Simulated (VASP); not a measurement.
## AlCl3: single point with RPBE

The system is AlCl3, in a box.

```xyz
4
Lattice="13.5921 0.0000 0.0000 0.0000 14.0921 0.0000 0.0000 0.0000 14.5921" Properties=species:S:1:pos:R:3 pbc="T T T"
Al    6.8363    7.1130    7.3063
Cl    5.5795    6.0703    8.5950
Cl    7.2862    6.3298    5.4323
Cl    7.6432    8.9390    7.8913
```

```json
{
 "Program": "VASP 6.6.1",
 "Task": "single point",
 "Functional": "RPBE",
 "Potentials or basis": "VASP PAW PBE potentials, release 64 (Al, Cl)",
 "Cutoff": "400 eV",
 "k mesh": "1 × 1 × 1",
 "Occupations": "gaussian, width 0.005 eV",
 "Spin": "no spin polarisation",
 "Dipole correction": "no",
 "Further INCAR settings": "ALGO = Normal; EDIFF = 1e-06; NBANDS = 20; NELMDL = -8"
}
```

```json
{
 "Largest force": "0.167 eV/Å",
 "Gap between the frontier levels": "5.69 eV"
}
```

Forces in eV/Å, atoms in the order of the input:
```
Al   0.000  0.000 -0.001
Cl  -0.101 -0.083  0.104
Cl   0.036 -0.064 -0.151
Cl   0.065  0.147  0.047
```

Levels at points of the mesh, in eV from the valence-band top:
| k point | band 10 | band 11 | band 12 | band 13 | band 14 | band 15 |
| --- | --- | --- | --- | --- | --- | --- |
| (0.00, 0.00, 0.00) | -0.45 | -0.45 | 0.00 | 5.69 | 6.07 | 7.70 |

Wall time 2.3 min on 1 thread of Intel(R) Xeon(R) Platinum 8375C CPU @ 2.90GHz (Ice Lake) (shared host), peak memory 1.4 GiB.

Caveat: the PAW data sets were made with another functional, which shifts forces and pressure a little.
